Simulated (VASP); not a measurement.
Input of a VASP 6.6.1 run:

File INCAR:

```
SYSTEM = SnSe
ALGO = Normal
EDIFF = 1E-6
ENCUT = 520
GGA = PE
ISIF = 2
ISMEAR = 0
IVDW = 12
LASPH = .TRUE.
LCHARG = .FALSE.
LREAL = .FALSE.
LWAVE = .FALSE.
NBANDS = 28
NELM = 100
PREC = Accurate
SIGMA = 0.03
```

File KPOINTS:

```
k-points
0
G
  8 8 6
  0 0 0
```

Contents of POSCAR:

```
SnSe
1.0
    4.2220108060      0.0000000000      0.0000000000
    0.0000000000      4.2220108060      0.0000000000
    0.0000000000      0.0000000000      5.9710971824
Sn Se
2 2
Direct
    0.5000000000      0.0000000000      0.2500887432
    0.0000000000      0.5000000000      0.7499112568
    0.5000000000      0.0000000000      0.7499352227
    0.0000000000      0.5000000000      0.2500647773
```

Potentials or basis: VASP PAW PBE potentials, release 64 (Sn_d, Se).

Launch:

```console
$ cat potpaw_PBE.64/Sn_d/POTCAR potpaw_PBE.64/Se/POTCAR > POTCAR
$ mpirun -np 1 vasp_std > vasp.out
```

(1) Estimate the pressure.

(2) Predict the dispersion energy per atom.

(3) Predict the band gap on the k mesh.

## Answers

(1) 0.1 GPa.

(2) -0.362 eV.

(3) 0.40 eV.

Caveat: semilocal functionals underestimate gaps, and a narrow one can read as zero; spin-orbit coupling is left out, which moves the levels of the heavy elements.
